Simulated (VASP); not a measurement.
# Si4H2O in VASP: single point with PBE+D3(BJ)

Aim: the single point of Si4H2O with PBE+D3(BJ).

All numbers are computed with VASP 6.6.1; they aren't measurements. Logs are shortened: lines on timing, memory, paths and dates and some standing lists are left out, and cuts for length are marked.

### 1 The cell of the first run

The cell holds a slab with vacuum, 28 atoms: a = 7.667 Å, b = 7.667 Å, c = 23.657 Å, α = 90.00°, β = 90.00°, γ = 120.00°.

### 2 Single point, PBE+D3(BJ)

Contents of INCAR:

```
PREC = Accurate
ENCUT = 520
EDIFF = 1E-7
ISMEAR = 0
SIGMA = 0.05
LREAL = Auto
LASPH = T
NELM = 100
ALGO = Normal
ISIF = 2
LWAVE = F
LCHARG = F
LDIPOL = T
IDIPOL = 3
DIPOL = 0.5 0.5 0.507
GGA = PE
IVDW = 12
NBANDS = 68
```

Contents of KPOINTS:

```
regular mesh
0
Gamma
  3 3 1
```

Contents of POSCAR:

```
Si4H2O
1.0
    7.6671877233      0.0000000000      0.0000000000
   -3.8335938617      6.6399793440      0.0000000000
    0.0000000000      0.0000000000     23.6568384587
Si H O
16 8 4
Direct
    0.6666666667      0.3333333333      0.3990389509
    0.6666666667      0.8333333333      0.3990389509
    0.1666666667      0.3333333333      0.3990389509
    0.1666666667      0.8333333333      0.3990389509
    0.5000000000      0.5000000000      0.4321172961
    0.5000000000      0.0000000000      0.4321172961
    0.0000000000      0.5000000000      0.4321172961
    0.0000000000      0.0000000000      0.4321172961
    0.0022803810      0.4966562205      0.5311933403
    0.0022803810     -0.0033437795      0.5311933403
    0.5022803810      0.4966562205      0.5311933403
    0.5022803810     -0.0033437795      0.5311933403
    0.8360589921      0.6627935596      0.5640999156
    0.8360589921      0.1627935596      0.5640999156
    0.3360589921      0.6627935596      0.5640999156
    0.3360589921      0.1627935596      0.5640999156
    0.6667222137      0.3329905314      0.3355290236
    0.6667222137      0.8329905314      0.3355290236
    0.1667222137      0.3329905314      0.3355290236
    0.1667222137      0.8329905314      0.3355290236
    0.7790902601      0.7167563526      0.6546360757
    0.7790902601      0.2167563526      0.6546360757
    0.2790902601      0.7167563526      0.6546360757
    0.2790902601      0.2167563526      0.6546360757
    0.8450752003      0.6535979069      0.6352659846
    0.8450752003      0.1535979069      0.6352659846
    0.3450752003      0.6535979069      0.6352659846
    0.3450752003      0.1535979069      0.6352659846
```

Potentials or basis: VASP PAW PBE potentials, release 64 (Si, H, O).

Launch:

```bash
cat potpaw_PBE.64/Si/POTCAR potpaw_PBE.64/H/POTCAR potpaw_PBE.64/O/POTCAR > POTCAR
mpirun -np 1 vasp_std > vasp.out
```

OUTCAR:

```text
PREC = Accurate
   ENCUT = 520
   EDIFF = 1E-7
   ISMEAR = 0
   LREAL = Auto
   LASPH = T
   NELM = 100
   ISIF = 2
   GGA = PE
   IVDW = 12
 IVDW          = 12

 ion  position               nearest neighbor table
   1  0.667  0.333  0.399-  17 1.50   7 2.35   6 2.35   5 2.35
   2  0.667  0.833  0.399-  18 1.50   8 2.35   5 2.35   6 2.35
   3  0.167  0.333  0.399-  19 1.50   5 2.35   8 2.35   7 2.35
   4  0.167  0.833  0.399-  20 1.50   6 2.35   7 2.35   8 2.35
   5  0.500  0.500  0.432-  11 2.34   3 2.35   2 2.35   1 2.35
   6  0.500  0.000  0.432-  12 2.34   4 2.35   1 2.35   2 2.35
[... 8 lines left out ...]
  15  0.336  0.663  0.564-  27 1.69  11 2.34   9 2.35  12 2.35
  16  0.336  0.163  0.564-  28 1.69  12 2.34  10 2.35  11 2.35
  17  0.667  0.333  0.336-   1 1.50
  18  0.667  0.833  0.336-   2 1.50
  19  0.167  0.333  0.336-   3 1.50
  20  0.167  0.833  0.336-   4 1.50
  21  0.779  0.717  0.655-  25 0.97
  22  0.779  0.217  0.655-  26 0.97
  23  0.279  0.717  0.655-  27 0.97
  24  0.279  0.217  0.655-  28 0.97
  25  0.845  0.654  0.635-  21 0.97  13 1.69
  26  0.845  0.154  0.635-  22 0.97  14 1.69
  27  0.345  0.654  0.635-  23 0.97  15 1.69
  28  0.345  0.154  0.635-  24 0.97  16 1.69

  LATTYP: Found a hexagonal cell.
 ALAT       =     7.6671877233
 C/A-ratio  =     3.0854648813

  Lattice vectors:

 A1 = (   7.6671877233,   0.0000000000,   0.0000000000)
 A2 = (  -3.8335938617,   6.6399793440,   0.0000000000)
 A3 = (   0.0000000000,   0.0000000000,  23.6568384587)

Analysis of symmetry for initial positions (statically):
=====================================================================
 Subroutine PRICEL returns following result:

  LATTYP: Found a hexagonal cell.
 ALAT       =     3.8335938616
 C/A-ratio  =     6.1709297626

  Lattice vectors:

 A1 = (   3.8335938616,   0.0000000000,   0.0000000000)
 A2 = (  -1.9167969308,   3.3199896720,   0.0000000000)
 A3 = (   0.0000000000,   0.0000000000,  23.6568384587)

   4 primitive cells build up your supercell.

 Routine SETGRP: Setting up the symmetry group for a
 hexagonal supercell.

 Subroutine GETGRP returns: Found  1 space group operations
 (whereof  1 operations were pure point group operations)
 out of a pool of 24 trial point group operations.

The static configuration has the point symmetry C_1 .

Analysis of symmetry for dynamics (positions and initial velocities):
=====================================================================
 Subroutine PRICEL returns following result:

  LATTYP: Found a hexagonal cell.
 ALAT       =     3.8335938616
 C/A-ratio  =     6.1709297626

  Lattice vectors:

 A1 = (   3.8335938616,   0.0000000000,   0.0000000000)
 A2 = (  -1.9167969308,   3.3199896720,   0.0000000000)
 A3 = (   0.0000000000,   0.0000000000,  23.6568384587)

   4 primitive cells build up your supercell.

 Routine SETGRP: Setting up the symmetry group for a
 hexagonal supercell.

 Subroutine GETGRP returns: Found  1 space group operations
 (whereof  1 operations were pure point group operations)
 out of a pool of 24 trial point group operations.

The dynamic configuration has the point symmetry C_1 .

 Subroutine INISYM returns: Found  1 space group operations
 (whereof  1 operations are pure point group operations),
 and found     4 'primitive' translations

----------------------------------------------------------------------------------------

                                     Primitive cell

  volume of cell :     301.0922

  direct lattice vectors                    reciprocal lattice vectors
     3.833593862  0.000000000  0.000000000     0.260851837  0.150602878  0.000000000
    -1.916796931  3.319989672  0.000000000     0.000000000  0.301205756  0.000000000
     0.000000000  0.000000000 23.656838459     0.000000000  0.000000000  0.042271075

  length of vectors
     3.833593862  3.833593862 23.656838459     0.301205756  0.301205756  0.042271075

  position of ions in fractional coordinates (direct lattice)
     0.333333333  0.666666667  0.399038951
     1.000000000  0.000000000  0.432117296
     0.004560762  0.993312441  0.531193340
     0.672117984  0.325587119  0.564099916
     0.333444427  0.665981063  0.335529024
     0.558180520  0.433512705  0.654636076
     0.690150401  0.307195814  0.635265985

  ion indices of the primitive-cell ions
   primitive index   ion index
                 1           1
                 2           5
                 3          11
                 4          14
                 5          17
                 6          22
                 7          26

----------------------------------------------------------------------------------------

 KPOINTS: regular mesh

Automatic generation of k-mesh.
 Grid dimensions read from file:
 generate k-points for:    3    3    1

 Generating k-lattice:

  Cartesian coordinates                     Fractional coordinates (reciprocal lattice)
     0.043475306  0.025100480  0.000000000     0.333333333  0.000000000  0.000000000
     0.000000000  0.050200959  0.000000000     0.000000000  0.333333333  0.000000000
     0.000000000  0.000000000  0.042271075     0.000000000  0.000000000  1.000000000

  Length of vectors
     0.050200959  0.050200959  0.042271075

  Shift w.r.t. Gamma in fractional coordinates (k-lattice)
     0.000000000  0.000000000  0.000000000

 Subroutine IBZKPT returns following result:
 ===========================================

 Found      5 irreducible k-points:

 Following reciprocal coordinates:
            Coordinates               Weight
  0.000000  0.000000  0.000000      1.000000
  0.333333  0.000000  0.000000      2.000000
  0.000000  0.333333  0.000000      2.000000
 -0.333333  0.333333  0.000000      2.000000
  0.333333  0.333333  0.000000      2.000000
   k-points           NKPTS =      5   k-points in BZ     NKDIM =      5   number of bands    NBANDS=     68
   number of dos      NEDOS =    301   number of ions     NIONS =     28
   total plane-waves  NPLWV = 648000
   dimension x,y,z NGX =    60 NGY =   60 NGZ =  180
   dimension x,y,z NGXF=   120 NGYF=  120 NGZF=  360
   ions per type =              16   8   4
   NGX,Y,Z   is equivalent  to a cutoff of  13.01, 13.01, 12.65 a.u.
   NGXF,Y,Z  is equivalent  to a cutoff of  26.02, 26.02, 25.30 a.u.
 SYSTEM =  unknown system
   PREC   = accura    normal or accurate (medium, high low for compatibility)
   ISTART =      0    job   : 0-new  1-cont  2-samecut
   ICHARG =      2    charge: 1-file 2-atom 10-const
   ISPIN  =      1    spin polarized calculation?
   LNONCOLLINEAR =      F non collinear calculations
   LSORBIT =      F    spin-orbit coupling
   LASPH  =      T    aspherical Exc in radial PAW
   ENCUT  =  520.0 eV  38.22 Ry    6.18 a.u.  14.26 14.26 43.99*2*pi/ulx,y,z
   NELM   =    100;   NELMIN=  2; NELMDL= -5     # of ELM steps
   EDIFF  = 0.1E-06   stopping-criterion for ELM
   LREAL  =      T    real-space projection
   EDIFFG = 0.1E-05   stopping-criterion for IOM
   NSW    =      0    number of steps for IOM
   IBRION =     -1    ionic relax: 0-MD 1-quasi-New 2-CG
   NFREE  =      0    steps in history (QN), initial steepest desc. (CG)
   ISIF   =      2    stress and relaxation
   ISYM   =      2    0-nonsym 1-usesym 2-fastsym
   POTIM  = 0.5000    time-step for ionic-motion
   TEBEG  =    0.0;   TEEND  =   0.0 temperature during run
   PSTRESS=    0.0 pullay stress
   NELECT =      96.0000    total number of electrons
   NUPDOWN=      -1.0000    fix difference up-down
   EMIN   =  10.00;   EMAX   =-10.00  energy-range for DOS
   EFERMI =   0.00;   METHOD = LEGACY
   ISMEAR =     0;   SIGMA  =   0.05  broadening in eV -4-tet -1-fermi 0-gaus
   EFERMI_NEDOS =   21; number of points for ismear=-14 and -15
   IALGO  =     38    algorithm
   IMIX   =      4    mixing-type and parameters
     AMIX     =   0.40;   BMIX     =  1.00
     AMIX_MAG =   1.60;   BMIX_MAG =  1.00
  volume/ion in A,a.u.               =      43.01       290.27
  Fermi-wavevector in a.u.,A,eV,Ry     =   0.704550  1.331407  6.753813  0.496391
  Thomas-Fermi vector in A             =   1.789822
   LORBIT       =      0    0 simple, 1 ext, 2 COOP (PROOUT), +10 PAW based schemes
   GGA     = PE    functional components
   LHFCALC =     F    Hartree Fock is set to
   AEXX    =    0.0000 exact exchange contribution
   IVDW    =    12    specifies the selected vdW correction
   LEPSILON=     F    determine dielectric tensor
   LRPA    =     F    only Hartree local field effects (RPA)
 non-spin polarized calculation
 Gauss-broadening in eV      SIGMA  =   0.05
  energy-cutoff  :      520.00
  volume of cell :     1204.37
 maximum number of plane-waves:     32448
 NGX is ok and might be reduce to    60
   NGX = 29   NGY = 29   NGZ = 87

 dipolmoment           0.000000      0.000000      0.100878 electrons x Angstroem

 number of electron      96.0000003 magnetization

 dipolmoment           0.000000      0.000000     -0.064288 electrons x Angstroem

 Free energy of the ion-electron system (eV)
  ---------------------------------------------------
  ext. energy  EPLUGINS =         0.00000000
  ---------------------------------------------------
  free energy    TOTEN  =      -144.91536280 eV

  energy without entropy =     -144.91536280  energy(sigma->0) =     -144.91536280

 E-fermi :  -1.2082     XC(G=0):  -3.5979

 val. band max:       -1.4356155688   @ k =   0.0000   0.0000   0.0000
 cond. band min:      -0.3016260248   @ k =   0.0000   0.0000   0.0000
 fundamental gap:      1.1339895439
 Fermi energy:        -1.2082209211

 k-point     1 :       0.0000    0.0000    0.0000
  band No.  band energies     occupation
      1     -22.0876      2.00000
      2     -22.0198      2.00000
      3     -22.0194      2.00000
      4     -22.0105      2.00000
      5     -12.9382      2.00000
      6     -11.8805      2.00000
[... 52 lines left out ...]
     59       0.7938      0.00000
     60       1.8413      0.00000

 k-point     2 :       0.3333    0.0000    0.0000
  band No.  band energies     occupation
      1     -22.0707      2.00000
      2     -22.0365      2.00000
      3     -22.0175      2.00000
      4     -22.0128      2.00000
      5     -12.6313      2.00000
      6     -11.7761      2.00000
[... 52 lines left out ...]
     59       1.9702      0.00000
     60       2.0089      0.00000

 k-point     3 :       0.0000    0.3333    0.0000
  band No.  band energies     occupation
      1     -22.0708      2.00000
      2     -22.0368      2.00000
      3     -22.0172      2.00000
      4     -22.0127      2.00000
      5     -12.6313      2.00000
      6     -11.7759      2.00000
[... 52 lines left out ...]
     59       1.9737      0.00000
     60       2.0115      0.00000

 k-point     4 :      -0.3333    0.3333    0.0000
  band No.  band energies     occupation
      1     -22.0685      2.00000
      2     -22.0299      2.00000
      3     -22.0197      2.00000
      4     -22.0195      2.00000
      5     -12.6296      2.00000
      6     -11.7580      2.00000
[... 52 lines left out ...]
     59       1.9587      0.00000
     60       1.9964      0.00000

 k-point     5 :       0.3333    0.3333    0.0000
  band No.  band energies     occupation
      1     -22.0464      2.00000
      2     -22.0420      2.00000
      3     -22.0418      2.00000
      4     -22.0077      2.00000
      5     -12.0458      2.00000
      6     -12.0392      2.00000
[... 52 lines left out ...]
     59       2.2104      0.00000
     60       2.2617      0.00000
 [bands above 60 left out]

------------------------ aborting loop because EDIFF is reached ----------------------------------------

 vacuum level on the upper side and lower side of the slab       (xc-potential included)        -0.156         0.081

 Edisp (eV)   -4.18686

 E8    (eV) :    -1.7142

  FORCE on cell =-STRESS in cart. coord.  units (eV):
  Direction    XX          YY          ZZ          XY          YZ          ZX
  --------------------------------------------------------------------------------------
  -------------------------------------------------------------------------------------
  Total       0.46444     0.78918    -0.59329     0.27131     0.18942    -0.24193
  in kB       0.61784     1.04985    -0.78926     0.36092     0.25198    -0.32185
  external pressure =        0.29 kB  Pullay stress =        0.00 kB

 VOLUME and BASIS-vectors are now :
 -----------------------------------------------------------------------------
  energy-cutoff  :      520.00
  volume of cell :     1204.37
      direct lattice vectors                 reciprocal lattice vectors
     7.667187723  0.000000000  0.000000000     0.130425918  0.075301439  0.000000000
    -3.833593862  6.639979344  0.000000000     0.000000000  0.150602878  0.000000000
     0.000000000  0.000000000 23.656838459     0.000000000  0.000000000  0.042271075

 POSITION                                       TOTAL-FORCE (eV/Angst)
 -----------------------------------------------------------------------------------
      3.83359      2.21333      9.44000        -0.001775      0.001026      0.142650
      1.91680      5.53332      9.44000        -0.001775      0.001026      0.142650
      0.00000      2.21333      9.44000        -0.001775      0.001026      0.142650
     -1.91680      5.53332      9.44000        -0.001775      0.001026      0.142650
      1.91680      3.31999     10.22253         0.002928     -0.005396     -0.150458
      3.83359      0.00000     10.22253         0.002928     -0.005396     -0.150458
[... 20 lines left out ...]
      0.14013      4.33988     15.02838         0.041456     -0.022324     -0.054320
      2.05692      1.01989     15.02838         0.041456     -0.022324     -0.054320
 -----------------------------------------------------------------------------------
    total drift:                               -0.008294      0.006604     -0.042081

  FREE ENERGIE OF THE ION-ELECTRON SYSTEM (eV)
  ---------------------------------------------------
  free  energy   TOTEN  =      -149.1022203846 eV

  energy  without entropy=     -149.1022203846  energy(sigma->0) =     -149.10222038

 vacuum level on the upper side and lower side of the slab         2.898         3.132
```

Wall time 12 min (1 thread of Intel Xeon 6975P-C (Granite Rapids), shared host); peak memory 1.3 GiB.

Results:

- Free energy: -149.1022 eV
- Largest force: 0.151 eV/Å
- Band gap on the k mesh: 1.13 eV
- Dispersion energy per atom: -0.150 eV

Forces in eV/Å, atoms in the order of the input:
```
Si  -0.002  0.001  0.143
Si  -0.002  0.001  0.143
Si  -0.002  0.001  0.143
Si  -0.002  0.001  0.143
Si   0.003 -0.005 -0.150
Si   0.003 -0.005 -0.150
Si   0.003 -0.005 -0.150
Si   0.003 -0.005 -0.150
Si  -0.002  0.003  0.005
Si  -0.002  0.003  0.005
Si  -0.002  0.003  0.005
Si  -0.002  0.003  0.005
Si   0.019 -0.011 -0.033
Si   0.019 -0.011 -0.033
Si   0.019 -0.011 -0.033
Si   0.019 -0.011 -0.033
H    0.000  0.000  0.012
H    0.000  0.000  0.012
H    0.000  0.000  0.012
H    0.000  0.000  0.012
H   -0.060  0.035  0.079
H   -0.060  0.035  0.079
H   -0.060  0.035  0.079
H   -0.060  0.035  0.079
O    0.041 -0.022 -0.054
O    0.041 -0.022 -0.054
O    0.041 -0.022 -0.054
O    0.041 -0.022 -0.054
```
